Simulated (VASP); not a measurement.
Write the native input for VASP 6.6.1 that does the following.

```
Task                   : single point
Functional             : RPBE
Potentials or basis    : VASP PAW PBE potentials, release 64 (Ni)
Cutoff                 : 520 eV
k mesh                 : 12 × 12 × 12
Occupations            : fermi-dirac, width 0.05 eV
Spin                   : collinear spin, ferromagnetic start
Starting moments       : [0.852, 0.852] μB
Dipole correction      : no
Further INCAR settings : ALGO = Normal; EDIFF = 1e-06; NBANDS = 21
```

The structure of Ni lies in POSCAR:

```
Ni
1.0
    0.0000000000      2.4742681243      2.4742681243
    2.4742681243      0.0000000000      2.4742681243
    2.4742681243      2.4742681243      0.0000000000
Ni
2
Direct
    0.1250000000      0.1250000000      0.1250000000
    0.8750000000      0.8750000000      0.8750000000
```

This isn't the form of Ni at room conditions, which is fcc.

These files were run (other wordings do the same):

INCAR

```
  ALGO = Normal
  EDIFF = 1E-6
  ENCUT = 520
  GGA = RP
  ISIF = 2
  ISMEAR = -1
  ISPIN = 2
  LASPH = T
  LCHARG = F
  LMAXMIX = 4
  LORBIT = 11
  LREAL = F
  LWAVE = F
  MAGMOM = 0.852 0.852
  NBANDS = 21
  NELM = 150
  PREC = Accurate
  SIGMA = 0.05
```

KPOINTS

```
k-points
0
Gamma
  12 12 12
```

Potentials or basis: VASP PAW PBE potentials, release 64 (Ni).

The run is started by

```sh
$ cat potpaw_PBE.64/Ni/POTCAR > POTCAR
$ mpirun -np 1 vasp_std > vasp.out
```

It gave:

```yaml
Pressure: 13.7 GPa
Net_moment: 1.55 μB per cell
Site_moments: Ni +0.78 μB
Valence_electrons_inside_the_program's_atomic_spheres: Ni 9.33
```

Caveat: the cell stands under pressure; the PAW data sets were made with another functional, which shifts forces and pressure a little.

Wall time 3.3 min on 1 thread of Intel Xeon 8259CL, with other jobs on the host, peak memory 0.21 GiB.
